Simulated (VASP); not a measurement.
Write the native input for VASP 6.6.1 that does the following.

```
Task                   : single point
Functional             : LDA
Potentials or basis    : VASP PAW LDA potentials, release 64 (Sc_sv, Ir)
Cutoff                 : 520 eV
k mesh                 : 12 × 12 × 12
Occupations            : fermi-dirac, width 0.1 eV
Spin                   : no spin polarisation
Dipole correction      : no
Further INCAR settings : ALGO = Normal; EDIFF = 1e-06; NBANDS = 17
```

The structure of ScIr lies in POSCAR:

```
ScIr
1.0
    3.1620733756      0.0000000000      0.0000000000
    0.0000000000      3.1620733756      0.0000000000
    0.0000000000      0.0000000000      3.1620733756
Sc Ir
1 1
Direct
    0.5000000000      0.5000000000      0.5000000000
    0.0000000000      0.0000000000      0.0000000000
```

These files were run (other wordings do the same):

INCAR

```
PREC = Accurate ; ENCUT = 520
EDIFF = 1E-6 ; ISMEAR = -1
SIGMA = 0.1 ; LREAL = F
LASPH = T ; NELM = 100
ALGO = Normal ; ISIF = 2
LWAVE = F ; LCHARG = F
GGA = CA ; NBANDS = 17
```

KPOINTS

```
Automatic mesh
0
Gamma
  12 12 12
```

Potentials or basis: VASP PAW LDA potentials, release 64 (Sc_sv, Ir).

Run with:

```bash
$ cat potpaw_LDA.64/Sc_sv/POTCAR potpaw_LDA.64/Ir/POTCAR > POTCAR
$ mpirun -np 1 vasp_std > vasp.out
```

It gave:

```
Pressure               : 1.0 GPa
Band gap on the k mesh : zero (bands 10 and 11 overlap by 0.60 eV)
```

Caveat: spin-orbit coupling is left out, which moves the levels of the heavy elements.

Run time: 14 s on 1 thread of Intel(R) Xeon(R) Platinum 8488C (Sapphire Rapids), with other jobs on the host, peak memory 0.16 GiB.
